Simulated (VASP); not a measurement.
Wanted: the native input for a VASP 6.6.1 run.

- Task: single point
- Functional: PBE
- Potentials or basis: VASP PAW PBE potentials, release 64 (Rh_pv)
- Cutoff: 520 eV
- k mesh: 16 × 16 × 16
- Occupations: fermi-dirac, width 0.08 eV
- Spin: no spin polarisation
- Dipole correction: no
- Further INCAR settings: ALGO = Normal; EDIFF = 1e-06; NBANDS = 14

The structure of Rh lies in POSCAR:

```
Rh
1.0
    0.0000000000      1.8635190000      1.9015500000
    1.8635190000      0.0000000000      1.9015500000
    1.8635190000      1.8635190000      0.0000000000
Rh
1
Direct
    0.0000000000      0.0000000000      0.0000000000
```

This cell differs from its parent crystal: equal xx and yy strain of -2 %.

One way to write it, as run:

INCAR

```
SYSTEM = Rh
PREC = Accurate ; ENCUT = 520
EDIFF = 1E-6 ; ISMEAR = -1
SIGMA = 0.08 ; LREAL = .FALSE.
LASPH = .TRUE. ; NELM = 100
ALGO = Normal ; ISIF = 2
LWAVE = .FALSE. ; LCHARG = .FALSE.
GGA = PE ; NBANDS = 14
```

KPOINTS

```
Automatic mesh
0
G
  16 16 16
  0 0 0
```

Potentials or basis: VASP PAW PBE potentials, release 64 (Rh_pv).

Command:

```bash
$ cat potpaw_PBE.64/Rh_pv/POTCAR > POTCAR
$ mpirun -np 1 vasp_std > vasp.out
```

Results of the run:

```json
{
  "Pressure": "18.9 GPa"
}
```

Caveat: the cell differs from its parent crystal (equal xx and yy strain of -2 %).

Wall time 30 s on 1 thread of Intel Xeon 6975P-C, with other jobs on the host, peak memory 0.17 GiB.
